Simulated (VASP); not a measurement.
# Ga (Fd-3m) in VASP: notebook

Ga is run at these levels: PBE; tasks: single point.

All numbers are computed with VASP 6.6.1; they aren't measurements. Logs are shortened: lines on timing, memory, paths and dates and some standing lists are left out, and cuts for length are marked.

**1. The cell of the first run**

It takes space group Fd-3m (No. 227, cubic). Conventional cell: a = 4.438 Å, b = 4.438 Å, c = 4.438 Å, α = 90.00°, β = 90.00°, γ = 90.00°. Ga (site symmetry -43m) has 4 Ga at 1.92 Å within 2.5 Å.

**2. Single point, PBE (volume scaled by 0.43)**

INCAR reads:

```
PREC = Accurate
ENCUT = 520
EDIFF = 1E-6
ISMEAR = -1
SIGMA = 0.05
LREAL = False
LASPH = True
NELM = 100
ALGO = Normal
ISIF = 2
LWAVE = False
LCHARG = False
GGA = PE
NBANDS = 20
```

KPOINTS reads:

```
Automatic mesh
0
Gamma
  11 11 11
```

POSCAR reads:

```
Ga
1.0
    0.0000000000      2.2187724625      2.2187724625
    2.2187724625      0.0000000000      2.2187724625
    2.2187724625      2.2187724625      0.0000000000
Ga
2
Direct
   -0.1250000000     -0.1250000000     -0.1250000000
    0.1250000000      0.1250000000      0.1250000000
```

Potentials or basis: VASP PAW PBE potentials, release 64 (Ga_d).

The run is started by

```sh
cat potpaw_PBE.64/Ga_d/POTCAR > POTCAR
mpirun -np 1 vasp_std > vasp.out
```

OUTCAR:

```text
PREC = Accurate
   ENCUT = 520
   EDIFF = 1E-6
   ISMEAR = -1
   LREAL = False
   LASPH = True
   NELM = 100
   ISIF = 2
   GGA = PE

 ion  position               nearest neighbor table
   1  0.875  0.875  0.875-   2 1.92   2 1.92   2 1.92   2 1.92
   2  0.125  0.125  0.125-   1 1.92   1 1.92   1 1.92   1 1.92

  LATTYP: Found a face centered cubic cell.
 ALAT       =     4.4375449250

  Lattice vectors:

 A1 = (   0.0000000000,   2.2187724625,   2.2187724625)
 A2 = (   2.2187724625,   0.0000000000,   2.2187724625)
 A3 = (   2.2187724625,   2.2187724625,   0.0000000000)

Analysis of symmetry for initial positions (statically):
=====================================================================
 Subroutine PRICEL returns:
 Original cell was already a primitive cell.

 Routine SETGRP: Setting up the symmetry group for a
 face centered cubic supercell.

 Subroutine GETGRP returns: Found 48 space group operations
 (whereof 12 operations were pure point group operations)
 out of a pool of 48 trial point group operations.

The static configuration has the point symmetry D_3d.
 The point group associated with its full space group is O_h .

Analysis of symmetry for dynamics (positions and initial velocities):
=====================================================================
 Subroutine PRICEL returns:
 Original cell was already a primitive cell.

 Routine SETGRP: Setting up the symmetry group for a
 face centered cubic supercell.

 Subroutine GETGRP returns: Found 48 space group operations
 (whereof 12 operations were pure point group operations)
 out of a pool of 48 trial point group operations.

The dynamic configuration has the point symmetry D_3d.
 The point group associated with its full space group is O_h .

 Subroutine INISYM returns: Found 48 space group operations
 (whereof 12 operations are pure point group operations),
 and found     1 'primitive' translations

----------------------------------------------------------------------------------------

                                     Primitive cell

  volume of cell :      21.8458

  direct lattice vectors                    reciprocal lattice vectors
     0.000000000  2.218772463  2.218772463    -0.225349831  0.225349831  0.225349831
     2.218772463  0.000000000  2.218772463     0.225349831 -0.225349831  0.225349831
     2.218772463  2.218772463  0.000000000     0.225349831  0.225349831 -0.225349831

  length of vectors
     3.137818108  3.137818108  3.137818108     0.390317357  0.390317357  0.390317357

  position of ions in fractional coordinates (direct lattice)
     0.875000000  0.875000000  0.875000000
     0.125000000  0.125000000  0.125000000

  ion indices of the primitive-cell ions
   primitive index   ion index
                 1           1
                 2           2

----------------------------------------------------------------------------------------

 KPOINTS: Automatic mesh

Automatic generation of k-mesh.
 Grid dimensions read from file:
 generate k-points for:   11   11   11

 Generating k-lattice:

  Cartesian coordinates                     Fractional coordinates (reciprocal lattice)
    -0.020486348  0.020486348  0.020486348     0.090909091  0.000000000  0.000000000
     0.020486348 -0.020486348  0.020486348     0.000000000  0.090909091  0.000000000
     0.020486348  0.020486348 -0.020486348     0.000000000  0.000000000  0.090909091

  Length of vectors
     0.035483396  0.035483396  0.035483396

  Shift w.r.t. Gamma in fractional coordinates (k-lattice)
     0.000000000  0.000000000  0.000000000

 Subroutine IBZKPT returns following result:
 ===========================================

 Found     56 irreducible k-points:

 Following reciprocal coordinates:
            Coordinates               Weight
  0.000000  0.000000  0.000000      1.000000
  0.090909  0.000000  0.000000      8.000000
  0.181818  0.000000  0.000000      8.000000
  0.272727  0.000000  0.000000      8.000000
  0.363636  0.000000  0.000000      8.000000
  0.454545  0.000000  0.000000      8.000000
[... 16 lines left out ...]
 -0.272727  0.181818  0.000000     24.000000
 -0.181818  0.181818  0.000000     12.000000
 [... further k-points ...]
   k-points           NKPTS =     56   k-points in BZ     NKDIM =     56   number of bands    NBANDS=     20
   number of dos      NEDOS =    301   number of ions     NIONS =      2
   total plane-waves  NPLWV =  13824
   dimension x,y,z NGX =    24 NGY =   24 NGZ =   24
   dimension x,y,z NGXF=    48 NGYF=   48 NGZF=   48
   ions per type =               2
   NGX,Y,Z   is equivalent  to a cutoff of  12.72, 12.72, 12.72 a.u.
   NGXF,Y,Z  is equivalent  to a cutoff of  25.43, 25.43, 25.43 a.u.
 SYSTEM =  unknown system
   PREC   = accura    normal or accurate (medium, high low for compatibility)
   ISTART =      0    job   : 0-new  1-cont  2-samecut
   ICHARG =      2    charge: 1-file 2-atom 10-const
   ISPIN  =      1    spin polarized calculation?
   LNONCOLLINEAR =      F non collinear calculations
   LSORBIT =      F    spin-orbit coupling
   LASPH  =      T    aspherical Exc in radial PAW
   ENCUT  =  520.0 eV  38.22 Ry    6.18 a.u.   5.83  5.83  5.83*2*pi/ulx,y,z
   NELM   =    100;   NELMIN=  2; NELMDL= -5     # of ELM steps
   EDIFF  = 0.1E-05   stopping-criterion for ELM
   LREAL  =      F    real-space projection
   EDIFFG = 0.1E-04   stopping-criterion for IOM
   NSW    =      0    number of steps for IOM
   IBRION =     -1    ionic relax: 0-MD 1-quasi-New 2-CG
   NFREE  =      0    steps in history (QN), initial steepest desc. (CG)
   ISIF   =      2    stress and relaxation
   ISYM   =      2    0-nonsym 1-usesym 2-fastsym
   POTIM  = 0.5000    time-step for ionic-motion
   TEBEG  =    0.0;   TEEND  =   0.0 temperature during run
   PSTRESS=    0.0 pullay stress
   NELECT =      26.0000    total number of electrons
   NUPDOWN=      -1.0000    fix difference up-down
   EMIN   =  10.00;   EMAX   =-10.00  energy-range for DOS
   EFERMI =   0.00;   METHOD = LEGACY
   ISMEAR =    -1;   SIGMA  =   0.05  broadening in eV -4-tet -1-fermi 0-gaus
   EFERMI_NEDOS =   21; number of points for ismear=-14 and -15
   IALGO  =     38    algorithm
   IMIX   =      4    mixing-type and parameters
     AMIX     =   0.40;   BMIX     =  1.00
     AMIX_MAG =   1.60;   BMIX_MAG =  1.00
  volume/ion in A,a.u.               =      10.92        73.71
  Fermi-wavevector in a.u.,A,eV,Ry     =   1.734908  3.278501 40.952266  3.009907
  Thomas-Fermi vector in A             =   2.808615
   LORBIT       =      0    0 simple, 1 ext, 2 COOP (PROOUT), +10 PAW based schemes
   GGA     = PE    functional components
   LHFCALC =     F    Hartree Fock is set to
   AEXX    =    0.0000 exact exchange contribution
   IVDW    =     0    specifies the selected vdW correction
   LEPSILON=     F    determine dielectric tensor
   LRPA    =     F    only Hartree local field effects (RPA)
 non-spin polarized calculation
  energy-cutoff  :      520.00
  volume of cell :       21.85
 maximum number of plane-waves:       609
   NGX = 11   NGY = 11   NGZ = 11

 number of electron      26.0000022 magnetization

 Free energy of the ion-electron system (eV)
  ---------------------------------------------------
  ext. energy  EPLUGINS =         0.00000000
  ---------------------------------------------------
  free energy    TOTEN  =         3.82960669 eV

  energy without entropy =        3.83935258  energy(sigma->0) =        3.83447964

 E-fermi :  11.3243     XC(G=0): -13.7839

 val. band max:       11.3164972042   @ k =  -0.4545   0.2727   0.0000
 cond. band min:      11.3453450184   @ k =  -0.4545   0.1818   0.0909
 fundamental gap:      0.0288478143
 Fermi energy:        11.3242883350

 k-point     1 :       0.0000    0.0000    0.0000
  band No.  band energies     occupation
      1      -6.1787      2.00000
      2      -6.1787      2.00000
      3      -6.1787      2.00000
      4      -6.1203      2.00000
      5      -6.1203      2.00000
      6      -4.5518      2.00000
[... 12 lines left out ...]
     19      24.2535      0.00000
     20      27.0944      0.00000

 k-point     2 :       0.0909    0.0000    0.0000
  band No.  band energies     occupation
      1      -6.2626      2.00000
      2      -6.2626      2.00000
      3      -6.1718      2.00000
      4      -6.0129      2.00000
      5      -6.0129      2.00000
      6      -4.6629      2.00000
[... 12 lines left out ...]
     19      25.1009      0.00000
     20      25.7552      0.00000

 k-point     3 :       0.1818    0.0000    0.0000
  band No.  band energies     occupation
      1      -6.3264      2.00000
      2      -6.3264      2.00000
      3      -6.1568      2.00000
      4      -5.8939      2.00000
      5      -5.8939      2.00000
      6      -4.7695      2.00000
[... 12 lines left out ...]
     19      24.8783      0.00000
     20      24.8783      0.00000

 k-point     4 :       0.2727    0.0000    0.0000
  band No.  band energies     occupation
      1      -6.3410      2.00000
      2      -6.3410      2.00000
      3      -6.1391      2.00000
      4      -5.8285      2.00000
      5      -5.8285      2.00000
      6      -4.8919      2.00000
[... 12 lines left out ...]
     19      25.9922      0.00000
     20      25.9922      0.00000

 k-point     5 :       0.3636    0.0000    0.0000
  band No.  band energies     occupation
      1      -6.3155      2.00000
      2      -6.3155      2.00000
      3      -6.1195      2.00000
      4      -5.8321      2.00000
      5      -5.8321      2.00000
      6      -5.0079      2.00000
[... 12 lines left out ...]
     19      28.2605      0.00000
     20      28.2605      0.00000
[... 353 lines left out ...]
      6      -5.1947      2.00000
[... 12 lines left out ...]
     19      27.2800      0.00000
     20      30.3566      0.00000

 k-point    22 :      -0.3636    0.1818    0.0000
  band No.  band energies     occupation
      1      -6.4555      2.00000
      2      -6.3931      2.00000
      3      -5.9749      2.00000
      4      -5.7716      2.00000
      5      -5.5450      2.00000
      6      -5.1268      2.00000
[... 12 lines left out ...]
     19      27.3743      0.00000
     20      29.1674      0.00000

 k-point    23 :      -0.2727    0.1818    0.0000
  band No.  band energies     occupation
      1      -6.4428      2.00000
      2      -6.3927      2.00000
      3      -5.9697      2.00000
      4      -5.8803      2.00000
      5      -5.5308      2.00000
      6      -5.0384      2.00000
[... 12 lines left out ...]
     19      25.6487      0.00000
     20      28.9370      0.00000

 k-point    24 :      -0.1818    0.1818    0.0000
  band No.  band energies     occupation
      1      -6.4533      2.00000
      2      -6.3104      2.00000
      3      -6.0916      2.00000
      4      -5.8827      2.00000
      5      -5.6170      2.00000
      6      -4.9503      2.00000
[... 12 lines left out ...]
     19      23.7365      0.00000
     20      28.8487      0.00000

 [... further k-points ...]
[... 5 lines left out ...]
  --------------------------------------------------------------------------------------
  -------------------------------------------------------------------------------------
  Total       30.2251185     30.2251185     30.2251185      0.0000000      0.0000000     -0.0000000
  in kB     2216.7172312   2216.7172312   2216.7172312      0.0000000      0.0000000     -0.0000000
  external PRESSURE =    2216.7172312 kB  Pullay stress =       0.0000000 kB

 VOLUME and BASIS-vectors are now :
 -----------------------------------------------------------------------------
  energy-cutoff  :      520.00
  volume of cell :       21.85
      direct lattice vectors                 reciprocal lattice vectors
     0.000000000  2.218772463  2.218772463    -0.225349831  0.225349831  0.225349831
     2.218772463  0.000000000  2.218772463     0.225349831 -0.225349831  0.225349831
     2.218772463  2.218772463  0.000000000     0.225349831  0.225349831 -0.225349831

 POSITION                                       TOTAL-FORCE (eV/Angst)
 -----------------------------------------------------------------------------------
      3.88285      3.88285      3.88285         0.000000      0.000000      0.000000
      0.55469      0.55469      0.55469        -0.000000     -0.000000     -0.000000
 -----------------------------------------------------------------------------------
    total drift:                                0.000000      0.000000      0.000000

  FREE ENERGIE OF THE ION-ELECTRON SYSTEM (eV)
  ---------------------------------------------------
  free  energy   TOTEN  =         3.8296066944 eV

  energy  without entropy=        3.8393525812  energy(sigma->0) =        3.83447964
```

It took 15 s on 1 thread of Intel Xeon Platinum 8259CL at 2.50GHz (Skylake/Cascade Lake), shared host; peak memory 0.15 GiB.

What came out:

```
Free energy            : 3.8296 eV
Pressure               : 221.7 GPa
Band gap on the k mesh : zero (band 13 reaches 17.94 eV, above the bottom of band 14 at 7.98 eV)
```

Levels at points of the mesh, in eV from the Fermi level:
```
           k point  band 11  band 12  band 13  band 14  band 15  band 16
(0.00, 0.00, 0.00)   -15.27     6.62     6.62     6.62     7.87     7.87
```

**3. Single point, PBE (volume scaled by 0.43)**

INCAR reads:

```
SYSTEM = Ga
PREC = Accurate ; ENCUT = 520
EDIFF = 1E-6 ; ISMEAR = -1
SIGMA = 0.05 ; LREAL = .FALSE.
LASPH = .TRUE. ; NELM = 80
ALGO = Normal ; ISIF = 2
LWAVE = .FALSE. ; LCHARG = .TRUE.
GGA = PE ; LELF = .TRUE.
LVHAR = .TRUE. ; NBANDS = 20
```

KPOINTS reads:

```
Automatic mesh
0
G
  11 11 11
  0 0 0
```

POSCAR is that of step 2.

Potentials or basis: VASP PAW PBE potentials, release 64 (Ga_d).

The run is started by

```sh
cat potpaw_PBE.64/Ga_d/POTCAR > POTCAR
mpirun -np 1 vasp_std > vasp.out
```

It took 15 s on 1 thread of Intel Xeon Platinum 8259CL at 2.50GHz (Skylake/Cascade Lake), shared host; peak memory 0.15 GiB.

The run converged. Its results:

| Property | Result |
| --- | --- |
| Free energy | 3.8296 eV |
| Pressure | 221.7 GPa |
| Band gap on the k mesh | zero (band 13 reaches 17.94 eV, above the bottom of band 14 at 7.98 eV) |

Levels at points of the mesh, in eV from the Fermi level:
```tsv
k point	band 11	band 12	band 13	band 14	band 15	band 16
(0.00, 0.00, 0.00)	-15.27	6.62	6.62	6.62	7.87	7.87
```

**4. Single point, PBE (volume scaled by 0.5)**

INCAR reads:

```
SYSTEM = Ga
PREC     = Accurate       ! precision mode
ENCUT    = 520            ! plane-wave cutoff, eV
EDIFF    = 1E-7           ! SCF threshold, eV
ISMEAR   = -1             ! smearing method
SIGMA    = 0.05           ! smearing width, eV
LREAL    = .FALSE.        ! projectors in reciprocal space
LASPH    = .TRUE.         ! aspherical terms in the spheres
NELM     = 60             ! most SCF steps
ALGO     = Normal         ! electronic algorithm
ISIF     = 2              ! what is computed and relaxed
LWAVE    = .FALSE.        ! write WAVECAR
LCHARG   = .FALSE.        ! write CHGCAR
GGA      = PE             ! functional
NBANDS   = 20             ! bands
```

KPOINTS reads:

```
regular mesh
0
G
  11 11 11
  0 0 0
```

POSCAR reads:

```
Ga
1.0
    0.0000000000      2.3331712524      2.3331712524
    2.3331712524      0.0000000000      2.3331712524
    2.3331712524      2.3331712524      0.0000000000
Ga
2
Direct
   -0.1250000000     -0.1250000000     -0.1250000000
    0.1250000000      0.1250000000      0.1250000000
```

The run is started by

```sh
cat potpaw_PBE.64/Ga_d/POTCAR > POTCAR
mpirun -np 1 vasp_std > vasp.out
```

Wall time 31 s (1 thread of Intel Xeon Platinum 8259CL at 2.50GHz (Skylake/Cascade Lake), shared host); peak memory 0.17 GiB.

It converged, with:

```yaml
Free_energy: 0.0586 eV
Pressure: 127.8 GPa
Band_gap_on_the_k_mesh: zero (band 13 reaches 14.75 eV, above the bottom of band 14 at 6.35 eV)
```

Levels at points of the mesh, in eV from the Fermi level:
| k point | band 11 | band 12 | band 13 | band 14 | band 15 | band 16 |
| --- | --- | --- | --- | --- | --- | --- |
| (0.00, 0.00, 0.00) | -14.22 | 5.68 | 5.68 | 5.68 | 7.25 | 7.25 |
